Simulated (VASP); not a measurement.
Write the native input for VASP 6.6.1 that does the following.

- Task: single point
- Functional: LDA
- Potentials or basis: VASP PAW LDA potentials, release 64 (Al, Ga_d, N)
- Cutoff: 520 eV
- k mesh: 6 × 6 × 6
- Occupations: gaussian, width 0.05 eV
- Spin: no spin polarisation
- Dipole correction: no
- Further INCAR settings: ALGO = Normal; EDIFF = 1e-06; NBANDS = 41

The structure of AlGa3N4 lies in POSCAR:

```
AlGa3N4
1.0
    4.5459392397     -0.1357695550     -0.1357695550
   -0.1357695550      4.5459392397     -0.1357695550
   -0.1357695550     -0.1357695550      4.5459392397
Al Ga N
1 3 4
Direct
    0.0000000000      0.0000000000      0.0000000000
    0.5000000000      0.5000000000      0.0000000000
    0.5000000000      0.0000000000      0.5000000000
    0.0000000000      0.5000000000      0.5000000000
    0.7548078379      0.7548078379      0.2451921621
    0.7548078379      0.2451921621      0.7548078379
    0.2451921621      0.7548078379      0.7548078379
    0.2451921621      0.2451921621      0.2451921621
```

The input as run:

INCAR

```
SYSTEM = AlGa3N4
ALGO = Normal
EDIFF = 1E-6
ENCUT = 520
ISIF = 2
ISMEAR = 0
LASPH = .True.
LCHARG = .True.
LELF = .True.
LREAL = .False.
LVHAR = .True.
LWAVE = .False.
NBANDS = 41
NELM = 100
PREC = Accurate
SIGMA = 0.05
```

KPOINTS

```
k-points
0
Gamma
  6 6 6
  0 0 0
```

Potentials or basis: VASP PAW LDA potentials, release 64 (Al, Ga_d, N).

Command:

```sh
$ cat potpaw_LDA.64/Al/POTCAR potpaw_LDA.64/Ga_d/POTCAR potpaw_LDA.64/N/POTCAR > POTCAR
$ mpirun -np 1 vasp_std > vasp.out
```

Results of the run:

| Property | Result |
| --- | --- |
| Pressure | -10.5 GPa |
| Largest force | 1.038 eV/Å |
| Band gap on the k mesh | 1.71 eV, direct |

Caveat: forces of over 1 eV/Å act on the atoms, so gaps and moduli don't describe the material at rest.

It took 98 s on 1 thread of Intel(R) Xeon(R) Platinum 8259CL CPU @ 2.50GHz (Skylake/Cascade Lake), on a shared host, peak memory 0.23 GiB.
